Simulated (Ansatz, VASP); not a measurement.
# Cs: VASP beside Ansatz

INCAR

```
ALGO = Normal
DIPOL = 0.5 0.5 0.500
EDIFF = 1E-7
ENCUT = 520
GGA = PS
IDIPOL = 3
ISIF = 2
ISMEAR = -1
LASPH = T
LCHARG = F
LDIPOL = T
LREAL = F
LWAVE = F
NBANDS = 20
NELM = 60
PREC = Accurate
SIGMA = 0.1
```

File KPOINTS:

```
k-points
0
Gamma
  7 7 1
```

File POSCAR:

```
Cs
1.0
    5.3854783536      0.0000000000      0.0000000000
   -2.6927391768      4.6639610658      0.0000000000
    0.0000000000      0.0000000000     28.7944000000
Cs
3
Direct
    0.1666666665      0.3333333335      0.3472888944
    0.5000000005      0.9999999995      0.4999999995
    0.8333333335      0.6666666665      0.6527111056
```

Input for Ansatz:

```yaml
crystal:
  lattice:
    - [5.3854783536, 0.0, 0.0]
    - [-2.6927391768, 4.6639610658, 0.0]
    - [0.0, 0.0, 28.7944]
  atoms:
    - { symbol: Cs, position: [0.1666666665, 0.3333333335, 0.3472888944] }
    - { symbol: Cs, position: [0.5000000005, 0.9999999995, 0.4999999995] }
    - { symbol: Cs, position: [0.8333333335, 0.6666666665, 0.6527111056] }
kpoints:
  mp_grid: { grid: [7, 7, 1] }
scf:
  occupations: { method: fermi_dirac, width: 0.1 }
hamiltonian:
  xc: pbesol
  pseudopotentials: { kind: all_electron, lapw: { basis_error: 0.001 } }
output:
  forces: true
  stress: true
  eigenvalues: true
  populations: true
  dos: { projected: true, de: 0.2, e_range: [-14, 8] }
efield:
  axis: 3
  amplitude: 0
  dipole_correction: true
```

Alike in both runs: task single point; functional PBEsol; k mesh 7 × 7 × 1; occupations fermi-dirac, width 0.1 eV; no spin polarisation.

|  | VASP | Ansatz |
| --- | --- | --- |
| version | VASP 6.6.1 | Ansatz 0.2.0 |
| potentials or method | VASP PAW PBE potentials, release 64 (Cs_sv), cutoff 520 eV | all-electron LAPW, scalar-relativistic |

|  | VASP | Ansatz | Ansatz less VASP |
| --- | --- | --- | --- |
| rms of the force components (eV/Å) | 0.004 | 0.004 | 0.0000 |

VASP's potentials were made for PBE, not for PBEsol. Atom by atom the forces differ by 0.000 eV/Å (rms over components). Ansatz ran all-electron here, and VASP with PAW potentials.

Spin-orbit coupling is off throughout.
